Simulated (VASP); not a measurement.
Se:

```
CELL_PARAMETERS angstrom
4.89560 0.00000 0.00000
-2.44780 4.23972 0.00000
0.00000 0.00000 3.03527
ATOMIC_POSITIONS crystal
Se 0.00000 0.00000 0.00000
Se 0.33333 0.66667 0.50000
Se 0.66667 0.33333 0.50000
```

This isn't the form of Se at room conditions, which is trigonal, of chains.

| Quantity | Value |
| --- | --- |
| Program | VASP 6.6.1 |
| Task | relaxation of cell and atoms |
| Functional | PBE |
| Potentials or basis | VASP PAW PBE potentials, release 64 (Se) |
| Cutoff | 600 eV |
| k mesh | 8 × 8 × 11 |
| Occupations | fermi-dirac, width 0.08 eV |
| Spin | no spin polarisation |

At the start: pressure -0.9 GPa; volume 21.00 Å³/atom.

How do energy, volume and symmetry change on relaxing?

Over 23 steps the energy falls by 51.8 meV/atom and the volume is 21.03 Å³/atom (+0.2 %); space group P6/mmm (No. 191, to 0.1 Å) before and after.

Step by step:
```csv
step,energy change (eV),largest force (eV/Å),pressure (GPa),volume (Å³)
1,0.0000,0.0000,-0.87,63.00
2,-0.0037,0.0000,0.23,61.97
3,-0.0037,0.0000,0.31,61.89
4,-0.0089,0.0000,0.51,61.66
5,-0.0344,0.0000,1.28,60.91
6,-0.0990,0.0000,3.91,59.27
7,0.4818,0.0000,20.30,55.34
8,-0.0994,0.0000,4.16,59.15
9,-0.0999,0.0000,4.20,59.14
10,-0.1011,0.0000,4.30,59.12
11,-0.1018,0.0000,4.53,59.08
12,-0.1033,0.0000,4.46,59.13
13,-0.1075,0.0000,4.25,59.28
14,-0.1153,0.0000,3.84,59.59
15,-0.1287,0.0000,3.06,60.20
16,-0.1469,0.0000,1.62,61.43
17,-0.1534,0.0000,-0.84,63.94
18,-0.1553,0.0000,-0.13,63.16
19,-0.1553,0.0000,-0.05,63.07
20,-0.1553,0.0000,-0.04,63.07
21,-0.1554,0.0000,-0.01,63.07
22,-0.1555,0.0000,0.06,63.07
23,-0.1555,0.0000,0.03,63.10
```

Final structure:
```xyz
3
Lattice="5.2013 0.0000 0.0000 -2.6007 4.5045 0.0000 0.0000 0.0000 2.6934" Properties=species:S:1:pos:R:3 pbc="T T T"
Se    0.0000    0.0000    0.0000
Se    0.0000    3.0030    1.3467
Se    2.6007    1.5015    1.3467
```
